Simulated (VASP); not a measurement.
# HgTe (F-43m) in VASP: a series of runs, part 2 of 2

VASP 6.6.1. Earlier steps stand in the parts before.

### Step 3. Single point, PBE (35.26 Å³/atom)

This run uses another cell than the first one, of 35.26 Å³/atom.

INCAR reads:

```
SYSTEM = HgTe
PREC     = Accurate       ! precision mode
ENCUT    = 520            ! plane-wave cutoff, eV
EDIFF    = 1E-7           ! SCF threshold, eV
ISMEAR   = 0              ! smearing method
SIGMA    = 0.05           ! smearing width, eV
LREAL    = .False.        ! projectors in reciprocal space
LASPH    = .True.         ! aspherical terms in the spheres
NELM     = 80             ! most SCF steps
ALGO     = Normal         ! electronic algorithm
ISIF     = 2              ! what is computed and relaxed
LWAVE    = .False.        ! write WAVECAR
LCHARG   = .False.        ! write CHGCAR
GGA      = PE             ! functional
NBANDS   = 16             ! bands
```

KPOINTS reads:

```
Automatic mesh
0
Gamma
  10 10 10
  0 0 0
```

POSCAR reads:

```
HgTe
1.0
    0.0000000000      3.2792897437      3.2792897437
    3.2792897437      0.0000000000      3.2792897437
    3.2792897437      3.2792897437      0.0000000000
Hg Te
1 1
Direct
    0.0000000000      0.0000000000      0.0000000000
    0.2500000000      0.2500000000      0.2500000000
```

Potentials or basis: VASP PAW PBE potentials, release 64 (Hg, Te).

Launch:

```bash
$ cat potpaw_PBE.64/Hg/POTCAR potpaw_PBE.64/Te/POTCAR > POTCAR
$ mpirun -np 1 vasp_std > vasp.out
```

OUTCAR:

```text
SYSTEM = HgTe
   PREC = Accurate
   ENCUT = 520
   EDIFF = 1E-7
   ISMEAR = 0
   LREAL = .False.
   LASPH = .True.
   NELM = 80
   ISIF = 2
   GGA = PE

 ion  position               nearest neighbor table
   1  0.000  0.000  0.000-   2 2.84   2 2.84   2 2.84   2 2.84
   2  0.250  0.250  0.250-   1 2.84   1 2.84   1 2.84   1 2.84

  LATTYP: Found a face centered cubic cell.
 ALAT       =     6.5585794874

  Lattice vectors:

 A1 = (   0.0000000000,   3.2792897437,   3.2792897437)
 A2 = (   3.2792897437,   0.0000000000,   3.2792897437)
 A3 = (   3.2792897437,   3.2792897437,   0.0000000000)
[... 624 lines left out ...]
      4      -4.2052      2.00000
      5      -3.9420      2.00000
      6      -3.8886      2.00000
[... 8 lines left out ...]
     15      12.8313      0.00000
     16      13.9827      0.00000

 [... further k-points ...]
[... 5 lines left out ...]
  --------------------------------------------------------------------------------------
  -------------------------------------------------------------------------------------
  Total        0.7257399      0.7257399      0.7257399     -0.0000000      0.0000000      0.0000000
  in kB       16.4862625     16.4862625     16.4862625     -0.0000000      0.0000000      0.0000000
  external PRESSURE =      16.4862625 kB  Pullay stress =       0.0000000 kB

 VOLUME and BASIS-vectors are now :
 -----------------------------------------------------------------------------
  energy-cutoff  :      520.00
  volume of cell :       70.53
      direct lattice vectors                 reciprocal lattice vectors
     0.000000000  3.279289744  3.279289744    -0.152472041  0.152472041  0.152472041
     3.279289744  0.000000000  3.279289744     0.152472041 -0.152472041  0.152472041
     3.279289744  3.279289744  0.000000000     0.152472041  0.152472041 -0.152472041

 POSITION                                       TOTAL-FORCE (eV/Angst)
 -----------------------------------------------------------------------------------
      0.00000      0.00000      0.00000         0.000000     -0.000000      0.000000
      1.63964      1.63964      1.63964        -0.000000      0.000000     -0.000000
 -----------------------------------------------------------------------------------
    total drift:                               -0.000000     -0.000000     -0.000000

  FREE ENERGIE OF THE ION-ELECTRON SYSTEM (eV)
  ---------------------------------------------------
  free  energy   TOTEN  =        -3.6354597327 eV

  energy  without entropy=       -3.6353813618  energy(sigma->0) =       -3.63542055
```

OSZICAR:

```text
N       E                     dE             d eps       ncg     rms          rms(c)
DAV:   1     0.106047044096E+03    0.10605E+03   -0.79584E+03  1504   0.967E+02
DAV:   2    -0.211951186456E+00   -0.10626E+03   -0.98851E+02  1776   0.227E+02
DAV:   3    -0.380596406973E+01   -0.35940E+01   -0.35868E+01  1808   0.437E+01
DAV:   4    -0.384118387687E+01   -0.35220E-01   -0.35218E-01  2256   0.386E+00
DAV:   5    -0.384127032886E+01   -0.86452E-04   -0.86452E-04  1928   0.183E-01    0.696E+00
DAV:   6    -0.364255447142E+01    0.19872E+00   -0.39212E-01  1752   0.822E+00    0.558E+00
DAV:   7    -0.363598502997E+01    0.65694E-02   -0.92002E-02  1712   0.204E+00    0.212E+00
DAV:   8    -0.363539683606E+01    0.58819E-03   -0.94726E-03  1704   0.110E+00    0.495E-01
DAV:   9    -0.363541706477E+01   -0.20229E-04   -0.71372E-04  1992   0.303E-01    0.108E-01
DAV:  10    -0.363544661596E+01   -0.29551E-04   -0.86076E-05  1792   0.807E-02    0.475E-02
DAV:  11    -0.363546116403E+01   -0.14548E-04   -0.29770E-05  1840   0.389E-02    0.283E-02
DAV:  12    -0.363545978996E+01    0.13741E-05   -0.34361E-06  1728   0.135E-02    0.166E-02
DAV:  13    -0.363545973271E+01    0.57251E-07   -0.41081E-07  1856   0.320E-03
   1 F= -.36354597E+01 E0= -.36354205E+01  d E =-.783709E-04
```

It took 83 s on 1 thread of Intel Xeon 8259CL, shared host; peak memory 0.23 GiB.

What came out:

* Free energy: -3.6355 eV
* Pressure: 1.6 GPa
* Band gap on the k mesh: zero (filled and empty bands touch)

Levels at points of the mesh, in eV from the Fermi level:
```
           k point  band 5  band 6  band 7  band 8  band 9  band 10  band 11  band 12  band 13  band 14
(0.00, 0.00, 0.00)   -6.64   -6.64   -0.84   -0.02   -0.02    -0.02     4.29     4.29     4.29     6.48
(0.50, 0.00, 0.00)   -6.63   -6.37   -5.22   -0.92   -0.92     0.69     5.06     5.06     6.84     7.80
(0.50, 0.50, 0.00)   -6.59   -6.24   -5.22   -2.11   -2.11     1.90     2.59     8.05     8.67     8.67
```

Caveat: semilocal functionals underestimate gaps, and a narrow one can read as zero; spin-orbit coupling is left out, which moves the levels of the heavy elements.

### Step 4. Single point, PBE (36.00 Å³/atom)

This run uses another cell than the first one, of 36.00 Å³/atom.

INCAR reads:

```
PREC = Accurate ; ENCUT = 520
EDIFF = 1E-6 ; ISMEAR = 0
SIGMA = 0.05 ; LREAL = False
LASPH = True ; NELM = 80
ALGO = Normal ; ISIF = 2
LWAVE = False ; LCHARG = False
GGA = PE ; NBANDS = 16
```

KPOINTS reads:

```
Automatic mesh
0
Gamma
  10 10 10
```

POSCAR reads:

```
HgTe
1.0
    0.0000000000      3.3019062498      3.3019062498
    3.3019062498      0.0000000000      3.3019062498
    3.3019062498      3.3019062498      0.0000000000
Hg Te
1 1
Direct
    0.0000000000      0.0000000000      0.0000000000
    0.2500000000      0.2500000000      0.2500000000
```

Launch:

```bash
$ cat potpaw_PBE.64/Hg/POTCAR potpaw_PBE.64/Te/POTCAR > POTCAR
$ mpirun -np 1 vasp_std > vasp.out
```

Wall time 98 s (1 thread of Intel Xeon 8259CL, shared host); peak memory 0.23 GiB.

Results (log left out):

```
Free energy            : -3.6470 eV
Pressure               : 0.8 GPa
Band gap on the k mesh : zero (filled and empty bands touch)
```

Levels at points of the mesh, in eV from the Fermi level:
```csv
k point,band 7,band 8,band 9,band 10,band 11,band 12
"(0.00, 0.00, 0.00)",-0.89,-0.02,-0.02,-0.02,4.33,4.33
"(0.50, 0.00, 0.00)",-5.10,-0.88,-0.88,0.69,5.08,5.08
"(0.50, 0.50, 0.00)",-5.11,-2.02,-2.02,1.90,2.64,7.98
```

Caveat: semilocal functionals underestimate gaps, and a narrow one can read as zero; spin-orbit coupling is left out, which moves the levels of the heavy elements.

### Step 5. Single point, PBE (36.73 Å³/atom)

This run uses another cell than the first one, of 36.73 Å³/atom.

INCAR reads:

```
PREC = Accurate ; ENCUT = 520
EDIFF = 1E-6 ; ISMEAR = 0
SIGMA = 0.05 ; LREAL = F
LASPH = T ; NELM = 60
ALGO = Normal ; ISIF = 2
LWAVE = F ; LCHARG = F
GGA = PE ; NBANDS = 16
```

KPOINTS is that of step 4.

POSCAR reads:

```
HgTe
1.0
    0.0000000000      3.3242171039      3.3242171039
    3.3242171039      0.0000000000      3.3242171039
    3.3242171039      3.3242171039      0.0000000000
Hg Te
1 1
Direct
    0.0000000000      0.0000000000      0.0000000000
    0.2500000000      0.2500000000      0.2500000000
```

Launch:

```bash
$ cat potpaw_PBE.64/Hg/POTCAR potpaw_PBE.64/Te/POTCAR > POTCAR
$ mpirun -np 1 vasp_std > vasp.out
```

Wall time 87 s (1 thread of Intel Xeon 8259CL, shared host); peak memory 0.24 GiB.

It converged, with:

| Quantity | Value |
| --- | --- |
| Free energy | -3.6514 eV |
| Pressure | 0.1 GPa |
| Band gap on the k mesh | zero (filled and empty bands touch) |

Levels at points of the mesh, in eV from the Fermi level:
```tsv
k point	band 5	band 6	band 7	band 8	band 9	band 10	band 11	band 12	band 13	band 14
(0.00, 0.00, 0.00)	-6.48	-6.48	-0.94	-0.02	-0.02	-0.02	4.36	4.36	4.36	6.49
(0.50, 0.00, 0.00)	-6.46	-6.23	-4.97	-0.85	-0.85	0.69	5.09	5.09	6.79	7.74
(0.50, 0.50, 0.00)	-6.43	-6.11	-5.00	-1.95	-1.95	1.89	2.69	7.91	8.50	8.50
```

Caveat: semilocal functionals underestimate gaps, and a narrow one can read as zero; spin-orbit coupling is left out, which moves the levels of the heavy elements.

### Step 6. Summary

| cell | gap on the mesh (eV) | pressure (GPa) |
| --- | --- | --- |
| a = 4.613 Å, angles 60.0°, 2 atoms | none | 2.3 |
| a = 4.638 Å, angles 60.0°, 2 atoms | none | 1.6 |
| a = 4.670 Å, angles 60.0°, 2 atoms | none | 0.8 |
| a = 4.701 Å, angles 60.0°, 2 atoms | none | 0.1 |

Alike in all rows: task single point; level PBE; potentials or basis VASP PAW PBE potentials, release 64 (Hg, Te); no spin polarisation; k mesh 10 × 10 × 10; cutoff (eV) 520; smearing gaussian 0.05 eV.

Caveats: semilocal functionals underestimate gaps, and a narrow one can read as zero; spin-orbit coupling is left out, which moves the levels of the heavy elements.

Total energies depend on the potentials used, so only differences within one code and one set of settings carry meaning.
